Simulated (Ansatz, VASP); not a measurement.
As: VASP beside Ansatz

Contents of INCAR:

```
SYSTEM = As
  PREC = Accurate
  ENCUT = 520
  EDIFF = 1E-7
  ISMEAR = -1
  SIGMA = 0.1
  LREAL = .False.
  LASPH = .True.
  NELM = 100
  ALGO = Normal
  ISIF = 2
  LWAVE = .False.
  LCHARG = .False.
  GGA = PS
  NBANDS = 8
```

The input KPOINTS:

```
Automatic mesh
0
Gamma
  13 13 13
  0 0 0
```

POSCAR

```
As
1.0
    2.5795828197      0.0000000000      0.0000000000
    0.0000000000      2.5795828197      0.0000000000
    0.0000000000      0.0000000000      2.5795828197
As
1
Direct
    0.0000000000      0.0000000000      0.0000000000
```

Input for Ansatz:

```yaml
crystal:
  lattice:
    - [2.5795828197, 0.0, 0.0]
    - [0.0, 2.5795828197, 0.0]
    - [0.0, 0.0, 2.5795828197]
  atoms:
    - { symbol: As, position: [0.0, 0.0, 0.0] }
hamiltonian:
  xc: pbesol
  pseudopotentials:
    kind: paw
    azcp:
      As: "pseudopotentials/As.paw.azcp"
basis:
  ecutwfc: 420
  fft_grid_basis: typed
kpoints:
  mp_grid: { grid: [13, 13, 13], shift: [0, 0, 0] }
magnetization:
  spin_polarized: false
scf:
  occupations: { method: fermi_dirac, width: 0.1 }
  lower_state_search: "off"
output:
  stress: true
  write_density: true
  write_potential: true
  elf: true
  volumetric_format: npy
```

Alike in both runs: task single point; functional PBEsol; k mesh 13 × 13 × 13; occupations fermi-dirac, width 0.1 eV; no spin polarisation.

```csv
,VASP,Ansatz
version,VASP 6.6.1,Ansatz 0.2.0
potentials or method,"VASP PAW PBE potentials, release 64 (As), cutoff 520 eV","plane waves (420 eV) with PAW, scalar-relativistic"
valence electrons in the cell,5,15
```

```tsv
	VASP	Ansatz	Ansatz less VASP
pressure (GPa)	16.0	15.2	-0.74
```

VASP's potentials were made for PBE, not for PBEsol, and Ansatz warns of the same on its side. The functional is the same, so the differences come from potentials, cutoffs and numerics. VASP's potentials hold 5 valence electrons a cell and Ansatz's 15, so a difference there can come from the potentials and not from the codes.
